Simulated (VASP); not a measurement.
# Rh (Cmce) in VASP: further runs

The runs below take Rh through single point, relaxation of cell and atoms, with PBE.

Everything below comes from runs of VASP 6.6.1. Logs are shortened: lines on timing, memory, paths and dates and some standing lists are left out, and cuts for length are marked.

### 1 The cell of the first run

The structure is orthorhombic, space group Cmce (No. 64). Conventional cell: a = 5.064 Å, b = 3.347 Å, c = 6.826 Å, α = 90.00°, β = 90.00°, γ = 90.00°. Within 2.5 Å of Rh (site symmetry m) lie 3 Rh at 1.89 to 2.47 Å.

### 2 Single point, PBE

INCAR

```
SYSTEM = Rh
PREC = Accurate ; ENCUT = 520
EDIFF = 1E-7 ; ISMEAR = 0
SIGMA = 0.1 ; LREAL = .FALSE.
LASPH = .TRUE. ; NELM = 80
ALGO = Normal ; ISIF = 2
LWAVE = .FALSE. ; LCHARG = .FALSE.
GGA = PE ; NBANDS = 38
```

KPOINTS

```
regular mesh
0
G
  6 6 4
  0 0 0
```

POSCAR

```
Rh
1.0
    2.5318422918     -1.6733540715      0.0000000000
    2.5318422918      1.6733540715      0.0000000000
    0.0000000000      0.0000000000      6.8260282876
Rh
4
Direct
    0.8500000000      0.1500000000      0.1170000000
    0.6500000000      0.3500000000      0.6170000000
    0.1500000000      0.8500000000      0.8830000000
    0.3500000000      0.6500000000      0.3830000000
```

Potentials or basis: VASP PAW PBE potentials, release 64 (Rh_pv).

Started as:

```
> cat potpaw_PBE.64/Rh_pv/POTCAR > POTCAR
> mpirun -np 1 vasp_std > vasp.out
```

OUTCAR:

```text
SYSTEM = Rh
   PREC = Accurate
   ENCUT = 520
   EDIFF = 1E-7
   ISMEAR = 0
   LREAL = .FALSE.
   LASPH = .TRUE.
   NELM = 80
   ISIF = 2
   GGA = PE

 ion  position               nearest neighbor table
   1  0.850  0.150  0.117-   3 1.89   4 2.47   4 2.47   3 2.84   3 3.07   3 3.07   4 3.12   4 3.12

   2  0.650  0.350  0.617-   4 1.89   3 2.47   3 2.47   4 2.84   4 3.07   4 3.07   3 3.12   3 3.12

   3  0.150  0.850  0.883-   1 1.89   2 2.47   2 2.47   1 2.84   1 3.07   1 3.07   2 3.12   2 3.12

   4  0.350  0.650  0.383-   2 1.89   1 2.47   1 2.47   2 2.84   2 3.07   2 3.07   1 3.12   1 3.12

  LATTYP: Found a base centered orthorhombic cell.
 ALAT       =     3.3467081430
 B/A-ratio  =     1.5130344109
 C/A-ratio  =     2.0396246090

  Lattice vectors:

 A1 = (  -2.5318422918,  -1.6733540715,   0.0000000000)
 A2 = (   2.5318422918,  -1.6733540715,   0.0000000000)
 A3 = (   0.0000000000,   0.0000000000,   6.8260282876)

Analysis of symmetry for initial positions (statically):
=====================================================================
 Subroutine PRICEL returns:
 Original cell was already a primitive cell.

 Routine SETGRP: Setting up the symmetry group for a
 base centered orthorhombic supercell.

 Subroutine GETGRP returns: Found  8 space group operations
 (whereof  4 operations were pure point group operations)
 out of a pool of  8 trial point group operations.

The static configuration has the point symmetry C_2h.
 The point group associated with its full space group is D_2h.

Analysis of symmetry for dynamics (positions and initial velocities):
=====================================================================
 Subroutine PRICEL returns:
 Original cell was already a primitive cell.

 Routine SETGRP: Setting up the symmetry group for a
 base centered orthorhombic supercell.

 Subroutine GETGRP returns: Found  8 space group operations
 (whereof  4 operations were pure point group operations)
 out of a pool of  8 trial point group operations.

The dynamic configuration has the point symmetry C_2h.
 The point group associated with its full space group is D_2h.

 Subroutine INISYM returns: Found  8 space group operations
 (whereof  4 operations are pure point group operations),
 and found     1 'primitive' translations

----------------------------------------------------------------------------------------

                                     Primitive cell

  volume of cell :      57.8392

  direct lattice vectors                    reciprocal lattice vectors
     2.531842292 -1.673354071  0.000000000     0.197484654 -0.298801078  0.000000000
     2.531842292  1.673354071  0.000000000     0.197484654  0.298801078  0.000000000
     0.000000000  0.000000000  6.826028288     0.000000000  0.000000000  0.146498074

  length of vectors
     3.034854072  3.034854072  6.826028288     0.358165147  0.358165147  0.146498074

  position of ions in fractional coordinates (direct lattice)
     0.850000000  0.150000000  0.117000000
     0.650000000  0.350000000  0.617000000
     0.150000000  0.850000000  0.883000000
     0.350000000  0.650000000  0.383000000

  ion indices of the primitive-cell ions
   primitive index   ion index
                 1           1
                 2           2
                 3           3
                 4           4

----------------------------------------------------------------------------------------

 KPOINTS: regular mesh

Automatic generation of k-mesh.
 Grid dimensions read from file:
 generate k-points for:    6    6    4

 Generating k-lattice:

  Cartesian coordinates                     Fractional coordinates (reciprocal lattice)
     0.032914109 -0.049800180  0.000000000     0.166666667  0.000000000  0.000000000
     0.032914109  0.049800180  0.000000000     0.000000000  0.166666667  0.000000000
     0.000000000  0.000000000  0.036624519     0.000000000  0.000000000  0.250000000

  Length of vectors
     0.059694191  0.059694191  0.036624519

  Shift w.r.t. Gamma in fractional coordinates (k-lattice)
     0.000000000  0.000000000  0.000000000

 Subroutine IBZKPT returns following result:
 ===========================================

 Found     39 irreducible k-points:

 Following reciprocal coordinates:
            Coordinates               Weight
  0.000000  0.000000  0.000000      1.000000
  0.166667  0.000000  0.000000      4.000000
  0.333333  0.000000  0.000000      4.000000
  0.500000 -0.000000  0.000000      2.000000
  0.166667  0.166667  0.000000      2.000000
  0.333333  0.166667  0.000000      4.000000
[... 16 lines left out ...]
  0.333333  0.333333  0.250000      4.000000
  0.500000  0.333333  0.250000      8.000000
 [... further k-points ...]
   k-points           NKPTS =     39   k-points in BZ     NKDIM =     39   number of bands    NBANDS=     38
   number of dos      NEDOS =    301   number of ions     NIONS =      4
   total plane-waves  NPLWV =  31104
   dimension x,y,z NGX =    24 NGY =   24 NGZ =   54
   dimension x,y,z NGXF=    48 NGYF=   48 NGZF=  108
   ions per type =               4
   NGX,Y,Z   is equivalent  to a cutoff of  13.15, 13.15, 13.15 a.u.
   NGXF,Y,Z  is equivalent  to a cutoff of  26.29, 26.29, 26.30 a.u.
 SYSTEM =  Rh
   PREC   = accura    normal or accurate (medium, high low for compatibility)
   ISTART =      0    job   : 0-new  1-cont  2-samecut
   ICHARG =      2    charge: 1-file 2-atom 10-const
   ISPIN  =      1    spin polarized calculation?
   LNONCOLLINEAR =      F non collinear calculations
   LSORBIT =      F    spin-orbit coupling
   LASPH  =      T    aspherical Exc in radial PAW
   ENCUT  =  520.0 eV  38.22 Ry    6.18 a.u.   5.64  5.64 12.69*2*pi/ulx,y,z
   NELM   =     80;   NELMIN=  2; NELMDL= -5     # of ELM steps
   EDIFF  = 0.1E-06   stopping-criterion for ELM
   LREAL  =      F    real-space projection
   EDIFFG = 0.1E-05   stopping-criterion for IOM
   NSW    =      0    number of steps for IOM
   IBRION =     -1    ionic relax: 0-MD 1-quasi-New 2-CG
   NFREE  =      0    steps in history (QN), initial steepest desc. (CG)
   ISIF   =      2    stress and relaxation
   ISYM   =      2    0-nonsym 1-usesym 2-fastsym
   POTIM  = 0.5000    time-step for ionic-motion
   TEBEG  =    0.0;   TEEND  =   0.0 temperature during run
   PSTRESS=    0.0 pullay stress
   NELECT =      60.0000    total number of electrons
   NUPDOWN=      -1.0000    fix difference up-down
   EMIN   =  10.00;   EMAX   =-10.00  energy-range for DOS
   EFERMI =   0.00;   METHOD = LEGACY
   ISMEAR =     0;   SIGMA  =   0.10  broadening in eV -4-tet -1-fermi 0-gaus
   EFERMI_NEDOS =   21; number of points for ismear=-14 and -15
   IALGO  =     38    algorithm
   IMIX   =      4    mixing-type and parameters
     AMIX     =   0.40;   BMIX     =  1.00
     AMIX_MAG =   1.60;   BMIX_MAG =  1.00
  volume/ion in A,a.u.               =      14.46        97.58
  Fermi-wavevector in a.u.,A,eV,Ry     =   1.657236  3.131722 37.367470  2.746432
  Thomas-Fermi vector in A             =   2.745024
   LORBIT       =      0    0 simple, 1 ext, 2 COOP (PROOUT), +10 PAW based schemes
   GGA     = PE    functional components
   LHFCALC =     F    Hartree Fock is set to
   AEXX    =    0.0000 exact exchange contribution
   IVDW    =     0    specifies the selected vdW correction
   LEPSILON=     F    determine dielectric tensor
   LRPA    =     F    only Hartree local field effects (RPA)
 non-spin polarized calculation
 Gauss-broadening in eV      SIGMA  =   0.10
  energy-cutoff  :      520.00
  volume of cell :       57.84
 maximum number of plane-waves:      1583
 NGX is ok and might be reduce to    24
   NGX = 11   NGY = 11   NGZ = 25

 number of electron      60.0000004 magnetization

 Free energy of the ion-electron system (eV)
  ---------------------------------------------------
  ext. energy  EPLUGINS =         0.00000000
  ---------------------------------------------------
  free energy    TOTEN  =       -19.60202591 eV

  energy without entropy =      -19.56328344  energy(sigma->0) =      -19.58265467

 E-fermi :  11.5713     XC(G=0): -13.5228

 val. band max:       11.5529332885   @ k =   0.1667   0.0000   0.0000
 cond. band min:      11.5765523414   @ k =  -0.3333   0.3333   0.0000
 fundamental gap:      0.0236190528
 Fermi energy:        11.5713495389

 k-point     1 :       0.0000    0.0000    0.0000
  band No.  band energies     occupation
      1     -38.6254      2.00000
      2     -38.4174      2.00000
      3     -35.6536      2.00000
      4     -35.5901      2.00000
      5     -35.5893      2.00000
      6     -35.5461      2.00000
[... 30 lines left out ...]
     37      23.2788      0.00000
     38      24.7346      0.00000

 k-point     2 :       0.1667    0.0000    0.0000
  band No.  band energies     occupation
      1     -38.6164      2.00000
      2     -38.4383      2.00000
      3     -35.6876      2.00000
      4     -35.6356      2.00000
      5     -35.6004      2.00000
      6     -35.5693      2.00000
[... 30 lines left out ...]
     37      21.9113      0.00000
     38      23.8727      0.00000

 k-point     3 :       0.3333    0.0000    0.0000
  band No.  band energies     occupation
      1     -38.5900      2.00000
      2     -38.4896      2.00000
      3     -35.7436      2.00000
      4     -35.7146      2.00000
      5     -35.6154      2.00000
      6     -35.6036      2.00000
[... 30 lines left out ...]
     37      20.7222      0.00000
     38      20.8322      0.00000

 k-point     4 :       0.5000   -0.0000    0.0000
  band No.  band energies     occupation
      1     -38.5463      2.00000
      2     -38.5463      2.00000
      3     -35.7585      2.00000
      4     -35.7585      2.00000
      5     -35.6177      2.00000
      6     -35.6177      2.00000
[... 30 lines left out ...]
     37      19.3167      0.00000
     38      19.3167      0.00000
[... 703 lines left out ...]
      4     -35.6840      2.00000
      5     -35.6118      2.00000
      6     -35.6102      2.00000
[... 30 lines left out ...]
     37      20.3493      0.00000
     38      21.1739      0.00000

 k-point    23 :       0.3333    0.3333    0.2500
  band No.  band energies     occupation
      1     -38.5859      2.00000
      2     -38.4587      2.00000
      3     -35.7672      2.00000
      4     -35.6885      2.00000
      5     -35.6705      2.00000
      6     -35.5932      2.00000
[... 30 lines left out ...]
     37      20.3743      0.00000
     38      21.3944      0.00000

 k-point    24 :       0.5000    0.3333    0.2500
  band No.  band energies     occupation
      1     -38.5798      2.00000
      2     -38.4751      2.00000
      3     -35.7929      2.00000
      4     -35.7313      2.00000
      5     -35.6927      2.00000
      6     -35.6300      2.00000
[... 30 lines left out ...]
     37      17.8698      0.00000
     38      19.1539      0.00000

 [... further k-points ...]

------------------------ aborting loop because EDIFF is reached ----------------------------------------

  FORCE on cell =-STRESS in cart. coord.  units (eV):
  Direction    XX          YY          ZZ          XY          YZ          ZX
  --------------------------------------------------------------------------------------
  -------------------------------------------------------------------------------------
  Total       -3.8282386     24.5010339     54.5959575      0.0000000     -0.0000000      0.0000000
  in kB     -106.0442215    678.6915141   1512.3367130      0.0000000     -0.0000000      0.0000000
  external PRESSURE =     694.9946685 kB  Pullay stress =       0.0000000 kB

 VOLUME and BASIS-vectors are now :
 -----------------------------------------------------------------------------
  energy-cutoff  :      520.00
  volume of cell :       57.84
      direct lattice vectors                 reciprocal lattice vectors
     2.531842292 -1.673354071  0.000000000     0.197484654 -0.298801078  0.000000000
     2.531842292  1.673354071  0.000000000     0.197484654  0.298801078  0.000000000
     0.000000000  0.000000000  6.826028288     0.000000000  0.000000000  0.146498074

 POSITION                                       TOTAL-FORCE (eV/Angst)
 -----------------------------------------------------------------------------------
      2.53184     -1.17135      0.79865         0.000000      8.928028     12.868593
      2.53184     -0.50201      4.21166         0.000000     -8.928028     12.868593
      2.53184      1.17135      6.02738         0.000000     -8.928028    -12.868593
      2.53184      0.50201      2.61437         0.000000      8.928028    -12.868593
 -----------------------------------------------------------------------------------
    total drift:                               -0.000000      0.000000     -0.000000

  FREE ENERGIE OF THE ION-ELECTRON SYSTEM (eV)
  ---------------------------------------------------
  free  energy   TOTEN  =       -19.6020259083 eV

  energy  without entropy=      -19.5632834383  energy(sigma->0) =      -19.58265467
```

It took 36 s on 1 thread of Intel Xeon 6975P-C (Granite Rapids), shared host; peak memory 0.2 GiB.

Results:

```
Free energy            : -19.6020 eV
Pressure               : 69.5 GPa
Largest force          : 15.662 eV/Å
Band gap on the k mesh : zero (bands 30 and 31 overlap by 1.33 eV)
```

Forces on the atoms (eV/Å):
```
Rh    0.000   8.928  12.869
Rh    0.000  -8.928  12.869
Rh    0.000  -8.928 -12.869
Rh    0.000   8.928 -12.869
```

Stress tensor (GPa, compression positive):
```
-10.60   0.00   0.00
  0.00  67.87   0.00
  0.00   0.00 151.23
```

Levels at points of the mesh, in eV from the Fermi level:
| k point | band 26 | band 27 | band 28 | band 29 | band 30 | band 31 | band 32 | band 33 | band 34 | band 35 |
| --- | --- | --- | --- | --- | --- | --- | --- | --- | --- | --- |
| (0.00, 0.00, 0.00) | -2.44 | -2.02 | -1.70 | -1.56 | -0.59 | -0.47 | -0.24 | -0.12 | 1.65 | 3.13 |
| (0.50, 0.00, 0.00) | -2.01 | -0.70 | -0.70 | 0.12 | 0.12 | 0.34 | 0.34 | 1.02 | 1.02 | 2.63 |
| (0.50, 0.50, 0.00) | -1.42 | -1.18 | -0.89 | -0.09 | 0.13 | 1.02 | 1.77 | 2.96 | 4.17 | 5.47 |
| (0.00, 0.00, 0.50) | -2.02 | -1.42 | -1.42 | -0.21 | -0.21 | 0.02 | 0.02 | 0.65 | 0.65 | 3.25 |
| (0.50, 0.00, 0.50) | -1.52 | -1.06 | -1.06 | -0.41 | -0.41 | -0.11 | -0.11 | 0.52 | 0.52 | 2.74 |
| (0.50, 0.50, 0.50) | -1.16 | -0.45 | -0.45 | -0.25 | -0.25 | 1.23 | 1.23 | 3.12 | 3.12 | 4.52 |

Caveat: the k points lie up to 0.38 Å⁻¹ apart, too coarse for converged energies and pressures of a metal; atoms lie so close that the PAW spheres overlap strongly, which falsifies energies and pressures; forces of over 1 eV/Å act on the atoms, so gaps and moduli don't describe the material at rest.

(Continued in part 2 of 2.)

The gap in the log of VASP goes by the Fermi energy; the results here count the filled bands.